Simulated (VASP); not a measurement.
# Si7Ge (Cmm2) in VASP: further runs, part 2 of 2

VASP 6.6.1. Earlier steps stand in the parts before.

### Step 4. Single point, PBEsol (engineering shear strain xz -0.1100, engineering shear strain yz +0.0000)

INCAR

```
PREC = Accurate ; ENCUT = 520
EDIFF = 1E-7 ; ISMEAR = 0
SIGMA = 0.03 ; LREAL = False
LASPH = True ; NELM = 100
ALGO = Normal ; ISIF = 2
LWAVE = False ; LCHARG = False
GGA = PS ; NBANDS = 31
```

KPOINTS

```
Automatic mesh
0
Gamma
  6 6 6
```

POSCAR

```
Si7Ge
1.0
    5.4589494008      0.0000000000     -0.3002422170
    0.0000000000      5.4589494008      0.0000000000
   -0.3002422170      0.0000000000      5.4589494008
Si Ge
7 1
Direct
    0.2525986838      0.2525986838      0.2525986838
    0.0000000000      0.5000000000      0.5000000000
    0.5000000000      0.5000000000      0.0000000000
    0.5000000000      0.0000000000      0.5000000000
    0.7474013162      0.2525986838      0.7474013162
    0.7474013162      0.7474013162      0.2525986838
    0.2525986838      0.7474013162      0.7474013162
    0.0000000000      0.0000000000      0.0000000000
```

Potentials or basis: VASP PAW PBE potentials, release 64 (Si, Ge_d).

Started as:

```console
$ cat potpaw_PBE.64/Si/POTCAR potpaw_PBE.64/Ge_d/POTCAR > POTCAR
$ mpirun -np 1 vasp_std > vasp.out
```

OUTCAR:

```text
PREC = Accurate
   ENCUT = 520
   EDIFF = 1E-7
   ISMEAR = 0
   LREAL = False
   LASPH = True
   NELM = 100
   ISIF = 2
   GGA = PS

 ion  position               nearest neighbor table
   1  0.253  0.253  0.253-   4 2.27   8 2.30   2 2.44   3 2.44
   2  0.000  0.500  0.500-   6 2.27   7 2.27   1 2.44   5 2.44
   3  0.500  0.500  0.000-   6 2.27   7 2.27   1 2.44   5 2.44
   4  0.500  0.000  0.500-   1 2.27   5 2.27   6 2.44   7 2.44
   5  0.747  0.253  0.747-   4 2.27   8 2.30   2 2.44   3 2.44
   6  0.747  0.747  0.253-   2 2.27   3 2.27   4 2.44   8 2.48
   7  0.253  0.747  0.747-   2 2.27   3 2.27   4 2.44   8 2.48
   8  0.000  0.000  0.000-   1 2.30   5 2.30   6 2.48   7 2.48

  LATTYP: Found a base centered orthorhombic cell.
 ALAT       =     7.2955136636
 B/A-ratio  =     1.1164021164
 C/A-ratio  =     0.7482611441

  Lattice vectors:

 A1 = (  -0.3002422170,   0.0000000000,   5.4589494008)
 A2 = (   5.4589494008,   0.0000000000,  -0.3002422170)
 A3 = (   0.0000000000,   5.4589494008,   0.0000000000)

[... 183 lines left out ...]
  free energy    TOTEN  =       -44.50185595 eV

  energy without entropy =      -44.50181992  energy(sigma->0) =      -44.50183793

 E-fermi :   5.7798     XC(G=0):  -9.6501

 val. band max:        5.7356179793   @ k =  -0.1667   0.0000   0.1667
 cond. band min:       5.8239814558   @ k =   0.0000   0.1667   0.0000
 fundamental gap:      0.0883634764
 Fermi energy:         5.7797755714

 k-point     1 :       0.0000    0.0000    0.0000
  band No.  band energies     occupation
      1     -18.4471      2.00000
      2     -18.4419      2.00000
      3     -18.4368      2.00000
      4     -18.4129      2.00000
      5     -18.4124      2.00000
      6      -6.4703      2.00000
[... 805 lines left out ...]
     30      10.2290      0.00000
     31      10.5434      0.00000

 [... further k-points ...]
[... 5 lines left out ...]
  --------------------------------------------------------------------------------------
  -------------------------------------------------------------------------------------
  Total        1.6526445      1.2020768      1.6526445      0.0000000      0.0000000     11.3436147
  in kB       16.3259531     11.8749376     16.3259531      0.0000000      0.0000000    112.0599890
  external PRESSURE =      14.8422813 kB  Pullay stress =       0.0000000 kB

 VOLUME and BASIS-vectors are now :
 -----------------------------------------------------------------------------
  energy-cutoff  :      520.00
  volume of cell :      162.19
      direct lattice vectors                 reciprocal lattice vectors
     5.458949401  0.000000000 -0.300242217     0.183741248  0.000000000  0.010105769
     0.000000000  5.458949401  0.000000000     0.000000000  0.183185431  0.000000000
    -0.300242217  0.000000000  5.458949401     0.010105769  0.000000000  0.183741248

 POSITION                                       TOTAL-FORCE (eV/Angst)
 -----------------------------------------------------------------------------------
      1.30308      1.37892      1.30308         0.012646      1.101839      0.012646
     -0.15012      2.72947      2.72947         0.000000     -1.104902     -0.000000
      2.72947      2.72947     -0.15012         0.000000     -1.104902     -0.000000
      2.57935      0.00000      2.57935         0.000000     -1.089558     -0.000000
      3.85562      1.37892      3.85562        -0.012646      1.101839     -0.012646
      4.00419      4.08003      1.15452        -0.005465      1.113391      0.005465
      1.15452      4.08003      4.00419         0.005465      1.113391     -0.005465
      0.00000      0.00000      0.00000         0.000000     -1.131098     -0.000000
 -----------------------------------------------------------------------------------
    total drift:                               -0.000000     -0.000083     -0.000000

  FREE ENERGIE OF THE ION-ELECTRON SYSTEM (eV)
  ---------------------------------------------------
  free  energy   TOTEN  =       -44.5018559486 eV

  energy  without entropy=      -44.5018199194  energy(sigma->0) =      -44.50183793
```

OSZICAR:

```text
N       E                     dE             d eps       ncg     rms          rms(c)
DAV:   1     0.224645155686E+03    0.22465E+03   -0.17452E+04  4187   0.173E+03
DAV:   2    -0.113807255745E+02   -0.23603E+03   -0.22130E+03  3616   0.489E+02
DAV:   3    -0.439588378877E+02   -0.32578E+02   -0.32076E+02  3921   0.101E+02
DAV:   4    -0.454511905649E+02   -0.14924E+01   -0.14898E+01  4167   0.250E+01
DAV:   5    -0.454880369809E+02   -0.36846E-01   -0.36844E-01  4086   0.396E+00    0.974E+00
DAV:   6    -0.447888937217E+02    0.69914E+00   -0.39625E-01  3848   0.286E+00    0.577E+00
DAV:   7    -0.444999356354E+02    0.28896E+00   -0.77339E-01  3653   0.361E+00    0.479E-01
DAV:   8    -0.445012986178E+02   -0.13630E-02   -0.80148E-02  3913   0.177E+00    0.353E-01
DAV:   9    -0.445019409780E+02   -0.64236E-03   -0.35473E-03  4181   0.383E-01    0.184E-01
DAV:  10    -0.445018372539E+02    0.10372E-03   -0.14671E-03  3722   0.189E-01    0.347E-02
DAV:  11    -0.445018603405E+02   -0.23087E-04   -0.18795E-04  4216   0.816E-02    0.301E-02
DAV:  12    -0.445018552046E+02    0.51359E-05   -0.11671E-05  3823   0.177E-02    0.259E-02
DAV:  13    -0.445018557448E+02   -0.54017E-06   -0.80595E-06  3917   0.181E-02    0.533E-03
DAV:  14    -0.445018558495E+02   -0.10473E-06   -0.24437E-06  4192   0.739E-03    0.250E-03
DAV:  15    -0.445018559486E+02   -0.99067E-07   -0.12881E-07  2412   0.276E-03
   1 F= -.44501856E+02 E0= -.44501838E+02  d E =-.360292E-04
```

Wall time 3.5 min (1 thread of AMD EPYC 7R43 (Zen 3), shared host); peak memory 0.35 GiB.

What came out:

| Item | Value |
| --- | --- |
| Free energy | -44.5019 eV |
| Pressure | 1.5 GPa |
| Largest force | 1.131 eV/Å |
| Band gap on the k mesh | 0.09 eV, indirect (least direct gap 0.16 eV) |

Forces in eV/Å, atoms in the order of the input:
```
Si   0.013  1.102  0.013
Si   0.000 -1.105  0.000
Si   0.000 -1.105  0.000
Si   0.000 -1.090  0.000
Si  -0.013  1.102 -0.013
Si  -0.005  1.113  0.005
Si   0.005  1.113 -0.005
Ge   0.000 -1.131  0.000
```

Levels at points of the mesh, in eV from the valence-band top:
| k point | band 17 | band 18 | band 19 | band 20 | band 21 | band 22 | band 23 | band 24 | band 25 | band 26 |
| --- | --- | --- | --- | --- | --- | --- | --- | --- | --- | --- |
| (0.00, 0.00, 0.00) | -2.91 | -2.32 | -0.17 | -0.15 | -0.04 | 0.12 | 0.39 | 0.58 | 0.64 | 0.67 |
| (0.50, 0.00, 0.00) | -3.52 | -2.07 | -2.06 | -1.95 | -1.95 | 0.94 | 1.11 | 2.93 | 2.94 | 3.39 |
| (0.00, 0.50, 0.00) | -3.68 | -2.50 | -2.40 | -1.50 | -1.35 | 0.92 | 1.09 | 3.03 | 3.14 | 4.06 |
| (0.50, 0.50, 0.00) | -3.81 | -1.52 | -1.40 | -1.33 | -1.33 | 2.11 | 2.12 | 2.18 | 2.38 | 4.23 |
| (0.50, 0.00, 0.50) | -3.74 | -1.67 | -1.56 | -1.14 | -0.99 | 1.86 | 1.99 | 2.64 | 2.86 | 4.13 |
| (0.50, 0.50, 0.50) | -1.40 | -1.05 | -1.01 | -0.99 | -0.87 | 0.61 | 0.86 | 1.58 | 1.79 | 2.66 |

Caveat: the cell differs from its parent crystal (engineering shear strain xz -0.1100, engineering shear strain yz +0.0000); the PAW data sets were made with another functional, which shifts forces and pressure a little. A k mesh can miss the band edges.

### Step 5. Summary

```tsv
cell	gap on the mesh (eV)	pressure (GPa)	largest force (eV/Å)
a = 5.492, b = 5.459 Å, angles 90.0, 102.6, 90.0°, 8 atoms	none	5.6	2.55
a = 5.477, b = 5.459 Å, angles 90.0, 99.4, 90.0°, 8 atoms	none	3.2	1.79
a = 5.467, b = 5.459 Å, angles 90.0, 96.3, 90.0°, 8 atoms	0.09	1.5	1.13
```

Alike in all rows: task single point; level PBEsol; potentials or basis VASP PAW PBE potentials, release 64 (Si, Ge_d); no spin polarisation; k mesh 6 × 6 × 6; cutoff (eV) 520; smearing gaussian 0.03 eV.

Caveats: the PAW data sets were made with another functional, which shifts forces and pressure a little.

Absolute energies hang on the potentials; compare differences alone.
